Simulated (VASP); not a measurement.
A run of VASP 6.6.1 is set up as follows.

Contents of POSCAR:

```
ZrS
1.0
    2.6385891458      2.6385891458      0.0000000000
   -2.6385891458      2.6385891458      0.0000000000
    0.0000000000      0.0000000000      5.1935794276
Zr S
2 2
Direct
    0.0000000000      0.0000000000      0.0000000000
    0.5000000000      0.5000000000      0.5000000000
    0.5000000000      0.5000000000      0.0000000000
    0.0000000000      0.0000000000      0.5000000000
```

File INCAR.step1:

```
  ALGO = Normal
  EDIFF = 1E-4
  ENCUT = 520
  GGA = PE
  ISMEAR = 0
  LASPH = T
  LCHARG = F
  LREAL = F
  LWAVE = T
  NBANDS = 26
  NELM = 80
  PREC = Accurate
  SIGMA = 0.1
```

The input INCAR.step2:

```
  ALGO = Normal
  EDIFF = 1E-6
  ENCUT = 520
  ISIF = 2
  ISMEAR = 0
  ISTART = 1
  LASPH = T
  LCHARG = F
  LMIXTAU = T
  LREAL = F
  LWAVE = F
  METAGGA = R2SCAN
  NBANDS = 26
  NELM = 80
  PREC = Accurate
  SIGMA = 0.1
```

File KPOINTS:

```
k-points
0
Gamma
  14 14 10
```

Potentials or basis: VASP PAW PBE potentials, release 64 (Zr_sv, S).

The run is started by

```sh
$ cat potpaw_PBE.64/Zr_sv/POTCAR potpaw_PBE.64/S/POTCAR > POTCAR
$ cp INCAR.step1 INCAR
$ mpirun -np 1 vasp_std > vasp.out
$ cp INCAR.step2 INCAR
$ mpirun -np 1 vasp_std > vasp.out
```

(1) Predict the pressure.

(2) What does it give for the band gap on the k mesh?

Answers

(1) -1.9 GPa.

(2) zero (bands 18 and 19 overlap by 2.94 eV).

Caveat: the cell differs from its parent crystal (biaxial strain in the a-b plane: +1.0 %); the PAW data sets were made with another functional, which shifts forces and pressure a little.
